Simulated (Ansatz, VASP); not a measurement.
## Hg: VASP beside Ansatz

Contents of INCAR:

```
  ALGO = Normal
  EDIFF = 1E-6
  ENCUT = 520
  GGA = PS
  ISIF = 2
  ISMEAR = 0
  LASPH = T
  LCHARG = F
  LREAL = F
  LWAVE = F
  NBANDS = 12
  NELM = 100
  PREC = Accurate
  SIGMA = 0.1
```

Contents of KPOINTS:

```
k-points
0
Gamma
  10 10 10
```

File POSCAR:

```
Hg
1.0
   -1.8767364354      1.8767364354      1.9168448550
    1.8767364354     -1.8767364354      1.9168448550
    1.8767364354      1.8767364354     -1.9168448550
Hg
1
Direct
    0.5000000000      0.5000000000      0.0000000000
```

File input.yaml:

```yaml
crystal:
  lattice:
    - [-1.8767364354, 1.8767364354, 1.916844855]
    - [1.8767364354, -1.8767364354, 1.916844855]
    - [1.8767364354, 1.8767364354, -1.916844855]
  atoms:
    - { symbol: Hg, position: [0.5, 0.5, 0.0] }
kpoints:
  mp_grid: { grid: [10, 10, 10] }
scf:
  occupations: { method: gaussian, width: 0.1 }
hamiltonian:
  xc: pbesol
  pseudopotentials: { kind: all_electron, lapw: { basis_error: 0.001 } }
output:
  forces: true
  stress: true
  eigenvalues: true
```

Alike in both runs: task single point; functional PBEsol; k mesh 10 × 10 × 10; occupations gaussian, width 0.1 eV; no spin polarisation.

```csv
,VASP,Ansatz
version,VASP 6.6.1,Ansatz 0.2.0
potentials or method,"VASP PAW PBE potentials, release 64 (Hg), cutoff 520 eV","all-electron LAPW, scalar-relativistic"
```

VASP gave:

* gap on the k mesh at the Fermi level (eV): none
* pressure (GPa): -2.2
* traceless stress, the component that is largest in VASP (GPa): 0.19

Question: What did Ansatz give for the same quantities?

Answer: gap on the k mesh at the Fermi level (eV): none; pressure (GPa): -2.4; traceless stress, the component that is largest in VASP (GPa): 0.19.

VASP's potentials were made for PBE, not for PBEsol. A gap of «none» marks a metal or a gap that the smearing closes. Ansatz ran all-electron here, and VASP with PAW potentials.

Neither program's run includes spin-orbit coupling.
